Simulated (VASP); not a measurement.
# Ge3Te2S (Cmmm) in VASP: notebook, part 2 of 2

VASP 6.6.1. Earlier steps stand in the parts before.

**4. Relaxation of cell and atoms, PBE**

The input, INCAR:

```
PREC     = Accurate       # precision mode
ENCUT    = 600            # plane-wave cutoff, eV
EDIFF    = 1E-6           # SCF threshold, eV
ISMEAR   = 0              # smearing method
SIGMA    = 0.1            # smearing width, eV
LREAL    = F              # projectors in reciprocal space
LASPH    = T              # aspherical terms in the spheres
NELM     = 60             # most SCF steps
ALGO     = Normal         # electronic algorithm
ISIF     = 3              # what is computed and relaxed
LWAVE    = F              # write WAVECAR
LCHARG   = F              # write CHGCAR
GGA      = PE             # functional
IBRION   = 2              # ionic algorithm
NSW      = 90             # ionic steps
EDIFFG   = -0.04          # ionic threshold
```

The input, KPOINTS:

```
regular mesh
0
Gamma
  4 4 4
```

The input, POSCAR:

```
Ge3Te2S
1.0
    3.6278527500     -3.9421046000      0.0000000000
    3.6278527500      3.9421046000      0.0000000000
    0.0000000000      0.0000000000      6.2603115400
Ge Te S
3 2 1
Direct
    0.5000000000      0.5000000000      0.0000000000
    0.2757364200      0.7242635800      0.5000000000
    0.7242635800      0.2757364200      0.5000000000
    0.0000000000      0.0000000000      0.5000000000
    0.0000000000      0.0000000000      0.0000000000
    0.5000000000      0.5000000000      0.5000000000
```

The run is started by

```sh
$ cat potpaw_PBE.64/Ge_d/POTCAR potpaw_PBE.64/Te/POTCAR potpaw_PBE.64/S/POTCAR > POTCAR
$ mpirun -np 1 vasp_std > vasp.out
```

Run time: 20 min. Hardware: 1 thread of Intel Xeon 6975P-C (Granite Rapids), shared host; peak memory 0.45 GiB.

Results (log left out):

* Free energy: -21.3855 eV
* Relaxed volume: 30.65 Å³/atom
* Relaxed cell: a = 6.252 Å, b = 6.252 Å, c = 5.930 Å, α = 90.00°, β = 90.00°, γ = 127.50°
* Space group after relaxing (to 0.1 Å): Cmmm (No. 65)
* Energy gained by relaxing: 1717.7 meV/atom
* Ionic steps: 20
* Pressure after relaxing: 0.0 GPa
* Band gap on the k mesh: zero (bands 30 and 31 overlap by 0.78 eV)

Stress tensor (GPa, compression positive):
```
-0.20  0.00  0.00
 0.00  0.00  0.00
 0.00  0.00  0.04
```

Step by step:
```tsv
step	energy change (eV)	largest force (eV/Å)	pressure (GPa)	volume (Å³)
1	0.0000	6.2641	23.94	179.06
2	-6.2040	0.2191	-7.18	286.02
3	-8.2520	1.6445	-3.05	229.06
4	-8.2550	1.6946	-2.90	228.09
5	-8.9585	0.9791	-2.21	210.19
6	-9.1946	0.4918	-0.41	195.43
7	-9.7276	0.1164	0.89	182.71
8	-9.8723	0.9391	6.15	163.66
9	-9.9755	0.5199	2.50	174.25
10	-10.0034	0.7589	3.93	168.95
11	-10.0567	0.4054	2.90	178.09
12	-10.1728	0.5707	2.73	174.16
13	-10.2714	0.3336	-0.41	186.22
14	-10.2730	0.3647	-0.10	184.52
15	-10.2869	0.2723	-0.12	184.71
16	-10.2988	0.1193	-0.21	185.09
17	-10.3047	0.0711	0.02	183.71
18	-10.3056	0.0460	0.14	183.01
19	-10.3056	0.0424	0.22	182.93
20	-10.3062	0.0010	-0.05	183.88
```

Final structure:
```cif
data_structure
_symmetry_space_group_name_H-M 'P 1'
_symmetry_Int_Tables_number 1
_cell_length_a 6.2519
_cell_length_b 6.2519
_cell_length_c 5.9297
_cell_angle_alpha 90.000
_cell_angle_beta 90.000
_cell_angle_gamma 127.499
_cell_volume 183.88
loop_
_atom_site_label
_atom_site_type_symbol
_atom_site_fract_x
_atom_site_fract_y
_atom_site_fract_z
_atom_site_occupancy
Ge1 Ge 0.50000 0.50000 0.00000 1
Ge2 Ge 0.26582 0.73418 0.50000 1
Ge3 Ge 0.73418 0.26582 0.50000 1
Te1 Te 0.00000 0.00000 0.50000 1
Te2 Te 0.00000 0.00000 0.00000 1
S1 S 0.50000 0.50000 0.50000 1
```

Levels at points of the mesh, in eV from the Fermi level:
```
           k point  band 26  band 27  band 28  band 29  band 30  band 31  band 32  band 33  band 34  band 35
(0.00, 0.00, 0.00)    -3.50    -2.69    -1.94    -0.15     0.31     1.26     2.01     2.58     2.70     3.11
(0.50, 0.00, 0.00)    -2.62    -1.96    -1.27    -0.08     0.32     0.51     0.52     1.35     2.16     2.60
(0.50, 0.50, 0.00)    -3.54    -2.78    -1.97    -1.35    -1.06     0.03     1.50     2.41     3.00     3.01
(0.00, 0.00, 0.50)    -2.66    -2.47    -2.12    -0.75    -0.36     0.23     0.27     1.23     2.77     2.99
(0.50, 0.00, 0.50)    -2.25    -1.94    -1.70    -1.33    -1.14     0.00     0.04     0.89     1.01     1.56
(0.50, 0.50, 0.50)    -3.06    -2.06    -1.95    -1.73    -0.66     0.02     0.04     1.27     1.41     2.52
```

Caveat: a cell axis changed by over 15 % at a fixed basis, so the end point is rough; spin-orbit coupling is left out, which moves the levels of the heavy elements.

**5. Single point, PBE**

This run uses another cell than the first one, of 30.41 Å³/atom.

The input, INCAR:

```
PREC = Accurate
ENCUT = 520
EDIFF = 1E-6
ISMEAR = 0
SIGMA = 0.1
LREAL = F
LASPH = T
NELM = 80
ALGO = Normal
ISIF = 2
LWAVE = F
LCHARG = T
GGA = PE
LELF = T
LVHAR = T
NBANDS = 39
```

The input, KPOINTS:

```
regular mesh
0
Gamma
  8 8 6
```

The input, POSCAR:

```
Ge3Te2S
1.0
    2.8295305465     -5.4995359966      0.0000000000
    2.8295305465      5.4995359966      0.0000000000
    0.0000000000      0.0000000000      5.8625741964
Ge Te S
3 2 1
Direct
    0.5000000000      0.5000000000      0.0000000000
    0.2673202599      0.7326797401      0.5000000000
    0.7326797401      0.2673202599      0.5000000000
    0.0000000000      0.0000000000      0.5000000000
    0.0000000000      0.0000000000      0.0000000000
    0.5000000000      0.5000000000      0.5000000000
```

The run is started by

```sh
$ cat potpaw_PBE.64/Ge_d/POTCAR potpaw_PBE.64/Te/POTCAR potpaw_PBE.64/S/POTCAR > POTCAR
$ mpirun -np 1 vasp_std > vasp.out
```

Wall time 4.7 min (1 thread of Intel Xeon 6975P-C (Granite Rapids), shared host); peak memory 0.67 GiB.

Results (log left out):

```yaml
Free_energy: -21.3326 eV
Pressure: 0.0 GPa
Band_gap_on_the_k_mesh: zero (bands 30 and 31 overlap by 1.11 eV)
```

Levels at points of the mesh, in eV from the Fermi level:
| k point | band 26 | band 27 | band 28 | band 29 | band 30 | band 31 | band 32 | band 33 | band 34 | band 35 |
| --- | --- | --- | --- | --- | --- | --- | --- | --- | --- | --- |
| (0.00, 0.00, 0.00) | -3.64 | -2.81 | -1.68 | -0.10 | 0.39 | 1.22 | 1.68 | 2.57 | 2.64 | 3.06 |
| (0.50, 0.00, 0.00) | -2.72 | -2.10 | -1.10 | 0.05 | 0.20 | 0.46 | 0.52 | 1.40 | 1.78 | 2.18 |
| (0.50, 0.50, 0.00) | -3.71 | -2.53 | -1.92 | -1.14 | -1.12 | 0.19 | 1.52 | 2.44 | 2.79 | 3.07 |
| (0.00, 0.00, 0.50) | -2.77 | -2.22 | -1.78 | -0.72 | -0.31 | 0.01 | 0.31 | 1.27 | 2.57 | 2.66 |
| (0.50, 0.00, 0.50) | -2.13 | -1.81 | -1.78 | -1.13 | -1.13 | -0.06 | 0.26 | 0.93 | 1.00 | 1.70 |
| (0.50, 0.50, 0.50) | -2.80 | -1.90 | -1.73 | -1.50 | -0.65 | 0.10 | 0.21 | 1.31 | 1.49 | 2.29 |

Caveat: spin-orbit coupling is left out, which moves the levels of the heavy elements.

**6. The runs side by side**

```csv
task,cell,k mesh,cutoff (eV),gap on the mesh (eV),pressure (GPa),largest force (eV/Å)
single point,"a = 5.357, b = 5.357, c = 6.260 Å, angles 90.0, 90.0, 94.8°, 6 atoms, atomic positions A",4 × 4 × 4,520,none,23.9,6.27
single point,"a = 6.257, b = 6.257, c = 5.951 Å, angles 90.0, 90.0, 127.7°, 6 atoms, atomic positions B",4 × 4 × 4,520,none,-0.1,0.02
relaxation of cell and atoms,"relaxed from a = 5.357, b = 5.357, c = 6.260 Å, angles 90.0, 90.0, 94.8°, 6 atoms, atomic positions A",4 × 4 × 4,600,none,0.0,-
single point,"a = 6.185, b = 6.185, c = 5.863 Å, angles 90.0, 90.0, 125.5°, 6 atoms, atomic positions C",8 × 8 × 6,520,none,0.0,-
```

Alike in all rows: level PBE; potentials or basis VASP PAW PBE potentials, release 64 (Ge_d, Te, S); no spin polarisation; smearing gaussian 0.1 eV.

Caveats: spin-orbit coupling is left out, which moves the levels of the heavy elements; the cell stands under pressure (at least some runs); forces of over 1 eV/Å act on the atoms, so gaps and moduli don't describe the material at rest (at least some runs); a cell axis changed by over 15 % at a fixed basis, so the end point is rough (at least some runs).

Absolute energies hang on the potentials; compare differences alone.
